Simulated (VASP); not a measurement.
Set up this calculation in VASP 6.6.1, as the native input.

| Property | Result |
| --- | --- |
| Task | single point |
| Functional | PBE |
| Potentials or basis | VASP PAW PBE potentials, release 64 (C) |
| Cutoff | 520 eV |
| k mesh | 9 × 9 × 9 |
| Occupations | gaussian, width 0.1 eV |
| Spin | no spin polarisation |
| Dipole correction | no |
| Further INCAR settings | ALGO = Normal; EDIFF = 1e-06; NBANDS = 36 |

The structure of C lies in POSCAR:

```
C
1.0
    2.5684879693      1.4829172205      7.9925738237
   -2.5684879693      1.4829172205      7.9925738237
    0.0000000000     -2.9658344410      7.9925738237
C
12
Direct
    0.9246164369      0.6508457639      0.9246164369
    0.9246164369      0.9246164369      0.6508457639
    0.6508457639      0.9246164369      0.9246164369
    0.0753835631      0.3491542361      0.0753835631
    0.3491542361      0.0753835631      0.0753835631
    0.0753835631      0.0753835631      0.3491542361
    0.1512202827      0.6974524567      0.1512202827
    0.1512202827      0.1512202827      0.6974524567
    0.6974524567      0.1512202827      0.1512202827
    0.8487797173      0.3025475433      0.8487797173
    0.3025475433      0.8487797173      0.8487797173
    0.8487797173      0.8487797173      0.3025475433
```

The input as run:

INCAR

```
PREC     = Accurate       # precision mode
ENCUT    = 520            # plane-wave cutoff, eV
EDIFF    = 1E-6           # SCF threshold, eV
ISMEAR   = 0              # smearing method
SIGMA    = 0.1            # smearing width, eV
LREAL    = False          # projectors in reciprocal space
LASPH    = True           # aspherical terms in the spheres
NELM     = 80             # most SCF steps
ALGO     = Normal         # electronic algorithm
ISIF     = 2              # what is computed and relaxed
LWAVE    = False          # write WAVECAR
LCHARG   = True           # write CHGCAR
GGA      = PE             # functional
LELF     = True           # ELF
LVHAR    = True         
NBANDS   = 36             # bands
```

KPOINTS

```
Automatic mesh
0
Gamma
  9 9 9
```

Potentials or basis: VASP PAW PBE potentials, release 64 (C).

Run with:

```console
$ cat potpaw_PBE.64/C/POTCAR > POTCAR
$ mpirun -np 1 vasp_std > vasp.out
```

It gave:

The pressure is 0.2 GPa, the largest force is 0.101 eV/Å and the band gap on the k mesh is zero (band 24 reaches -0.24 eV, above the bottom of band 25 at -0.38 eV).

It took 14 min on 1 thread of Intel(R) Xeon(R) 6975P-C (Granite Rapids) (shared host), peak memory 0.77 GiB.
